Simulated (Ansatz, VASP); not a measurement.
# One calculation of K, two programs

The input POSCAR:

```
K
1.0
   -2.6699463634      2.6699463634      2.6699463634
    2.6699463634     -2.6699463634      2.6699463634
    2.6699463634      2.6699463634     -2.6699463634
K
1
Direct
    0.0000000000      0.0000000000      0.0000000000
```

The input INCAR.step1:

```
SYSTEM = K
PREC = Accurate
ENCUT = 520
ISMEAR = 0
SIGMA = 0.01
LREAL = .False.
LASPH = .True.
NELM = 100
NBANDS = 10
GGA = PE
ALGO = Normal
EDIFF = 1E-4
LWAVE = .True.
LCHARG = .False.
```

The input INCAR.step2:

```
SYSTEM = K
PREC = Accurate
ENCUT = 520
EDIFF = 1E-6
ISMEAR = 0
SIGMA = 0.01
LREAL = .False.
LASPH = .True.
NELM = 100
ALGO = Normal
ISIF = 2
LWAVE = .False.
LCHARG = .False.
METAGGA = R2SCAN
LMIXTAU = .True.
NBANDS = 10
ISTART = 1
```

File KPOINTS:

```
Automatic mesh
0
Gamma
  8 8 8
  0 0 0
```

Input for Ansatz:

```yaml
crystal:
  lattice:
    - [-2.6699463634, 2.6699463634, 2.6699463634]
    - [2.6699463634, -2.6699463634, 2.6699463634]
    - [2.6699463634, 2.6699463634, -2.6699463634]
  atoms:
    - { symbol: K, position: [0.0, 0.0, 0.0] }
hamiltonian:
  xc: r2scan
  pseudopotentials:
    kind: paw
    azcp:
      K: "pseudopotentials/K.paw.azcp"
basis:
  ecutwfc: 500
  fft_grid_basis: typed
kpoints:
  mp_grid: { grid: [8, 8, 8], shift: [0, 0, 0] }
magnetization:
  spin_polarized: false
scf:
  occupations: { method: gaussian, width: 0.01 }
  lower_state_search: "off"
output:
  stress: true
```

Alike in both runs: task single point; functional r2SCAN; k mesh 8 × 8 × 8; occupations gaussian, width 0.01 eV; no spin polarisation.

|  | VASP | Ansatz |
| --- | --- | --- |
| version | VASP 6.6.1 | Ansatz 0.2.0 |
| potentials or method | VASP PAW PBE potentials, release 64 (K_sv), cutoff 520 eV | plane waves (500 eV) with PAW, scalar-relativistic |
| valence electrons in the cell | 9 | 9 |

|  | VASP | Ansatz | Ansatz less VASP |
| --- | --- | --- | --- |
| pressure (GPa) | 0.0 | 0.0 | +0.03 |

VASP's potentials were made for PBE, not for r2SCAN.
